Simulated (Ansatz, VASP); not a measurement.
**Ag in VASP and in Ansatz**

```
CELL_PARAMETERS angstrom
2.94940 0.00000 0.00000
-1.47470 2.55426 0.00000
0.00000 0.00000 4.82172
ATOMIC_POSITIONS crystal
Ag 0.33333 0.66667 0.25000
Ag 0.66667 0.33333 0.75000
```

Change from the starting cell: volume scaled by 1.02, ions relaxed.

Alike in both runs: functional PBE; k mesh 18 × 18 × 10; occupations fermi-dirac, width 0.05 eV; no spin polarisation.

Ansatz relaxed the structure, and its values are those at the end. VASP's run is a single point on that final structure, the one shown.

|  | VASP | Ansatz |
| --- | --- | --- |
| version | VASP 6.6.1 | Ansatz 0.2.0 |
| potentials or method | VASP PAW PBE potentials, release 64 (Ag) | plane-wave PAW, scalar-relativistic |
| plane-wave cutoff (eV) | 520 | 420 |
| valence electrons in the cell | 22 | 38 |

```tsv
	VASP	Ansatz	Ansatz less VASP
pressure (GPa)	-1.4	-1.3	+0.10
```

VASP's potentials hold 22 valence electrons a cell and Ansatz's 38, so a difference there can come from the potentials and not from the codes. Ansatz's warnings: stress scf threshold loose.
